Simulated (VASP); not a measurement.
Input of a VASP 6.6.1 run:

File INCAR:

```
PREC     = Accurate       # precision mode
ENCUT    = 520            # plane-wave cutoff, eV
EDIFF    = 1E-6           # SCF threshold, eV
ISMEAR   = 0              # smearing method
SIGMA    = 0.1            # smearing width, eV
LREAL    = F              # projectors in reciprocal space
LASPH    = T              # aspherical terms in the spheres
NELM     = 100            # most SCF steps
ALGO     = Normal         # electronic algorithm
ISIF     = 2              # what is computed and relaxed
LWAVE    = F              # write WAVECAR
LCHARG   = T              # write CHGCAR
GGA      = PE             # functional
LELF     = T              # ELF
LVHAR    = T            
NBANDS   = 66             # bands
```

The input KPOINTS:

```
Automatic mesh
0
Gamma
  4 4 1
```

File POSCAR:

```
InGa5P6
1.0
    3.8305040100      0.0000000000      0.0000000000
    0.0000000000      3.8305040100      0.0000000000
    0.0000000000      0.0000000000     16.2514521700
In Ga P
1 5 6
Direct
    0.0000000000      0.0000000000      0.5000000000
    0.0000000000      0.0000000000      0.8333333300
    0.5000000000      0.5000000000      0.0000000000
    0.0000000000      0.0000000000      0.1666666700
    0.5000000000      0.5000000000      0.3333333300
    0.5000000000      0.5000000000      0.6666666700
    0.0000000000      0.0000000000      0.0000000000
    0.5000000000      0.5000000000      0.1666666700
    0.0000000000      0.0000000000      0.3333333300
    0.5000000000      0.5000000000      0.5000000000
    0.0000000000      0.0000000000      0.6666666700
    0.5000000000      0.5000000000      0.8333333300
```

Potentials or basis: VASP PAW PBE potentials, release 64 (In_d, Ga_d, P).

Launch:

```sh
$ cat potpaw_PBE.64/In_d/POTCAR potpaw_PBE.64/Ga_d/POTCAR potpaw_PBE.64/P/POTCAR > POTCAR
$ mpirun -np 1 vasp_std > vasp.out
```

Problem. Estimate the largest force.

Solution. 0.519 eV/Å.

Problem. Estimate the pressure.

Solution. -6.6 GPa.

Problem. Predict the band gap on the k mesh.

Solution. Zero (bands 54 and 55 overlap by 2.36 eV).

Stress tensor (GPa, compression positive):
```
-5.27  0.00  0.00
 0.00 -5.27  0.00
 0.00  0.00 -9.33
```

Caveat: the k points lie up to 0.41 Å⁻¹ apart, too coarse for converged energies and pressures of a metal; spin-orbit coupling is left out, which moves the levels of the heavy elements.
